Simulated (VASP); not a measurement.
Write the native input for VASP 6.6.1 that does the following.

```
Task                   : single point
Functional             : r2SCAN
Potentials or basis    : VASP PAW PBE potentials, release 64 (Pt)
Cutoff                 : 520 eV
k mesh                 : 8 × 8 × 12
Occupations            : fermi-dirac, width 0.1 eV
Spin                   : no spin polarisation
Dipole correction      : no
Further INCAR settings : ALGO = Normal; EDIFF = 1e-06; NBANDS = 22
```

Crystal: Pt.

```
CELL_PARAMETERS angstrom
4.50078 0.00000 0.00000
-2.25039 3.89779 0.00000
0.00000 0.00000 2.68178
ATOMIC_POSITIONS crystal
Pt 0.00000 0.00000 0.00000
Pt 0.33333 0.66667 0.50000
Pt 0.66667 0.33333 0.50000
```

This isn't the form of Pt at room conditions, which is fcc.

One way to write it, as run:

POSCAR

```
Pt
1.0
    4.5007809242      0.0000000000      0.0000000000
   -2.2503904621      3.8977906172      0.0000000000
    0.0000000000      0.0000000000      2.6817811049
Pt
3
Direct
    1.0000000000      0.0000000000      1.0000000000
    0.3333333333      0.6666666667      0.5000000000
    0.6666666667      0.3333333333      0.5000000000
```

INCAR.step1

```
PREC = Accurate ; ENCUT = 520
ISMEAR = -1 ; SIGMA = 0.1
LREAL = False ; LASPH = True
NELM = 100 ; NBANDS = 22
GGA = PE ; ALGO = Normal
EDIFF = 1E-4 ; LWAVE = True
LCHARG = False
```

INCAR.step2

```
PREC = Accurate ; ENCUT = 520
EDIFF = 1E-6 ; ISMEAR = -1
SIGMA = 0.1 ; LREAL = False
LASPH = True ; NELM = 100
ALGO = Normal ; ISIF = 2
LWAVE = False ; LCHARG = False
METAGGA = R2SCAN ; LMIXTAU = True
NBANDS = 22 ; ISTART = 1
```

KPOINTS

```
regular mesh
0
Gamma
  8 8 12
```

Potentials or basis: VASP PAW PBE potentials, release 64 (Pt).

Launch:

```bash
$ cat potpaw_PBE.64/Pt/POTCAR > POTCAR
$ cp INCAR.step1 INCAR
$ mpirun -np 1 vasp_std > vasp.out
$ cp INCAR.step2 INCAR
$ mpirun -np 1 vasp_std > vasp.out
```

It gave:

```
Pressure               : 0.6 GPa
Band gap on the k mesh : zero (bands 15 and 16 overlap by 1.54 eV)
```

Caveat: the PAW data sets were made with another functional, which shifts forces and pressure a little; spin-orbit coupling is left out, which moves the levels of the heavy elements.

Wall time 2.5 min on 1 thread of AMD EPYC 9R45 96-Core Processor (Zen 5), with other jobs on the host, peak memory 0.18 GiB.
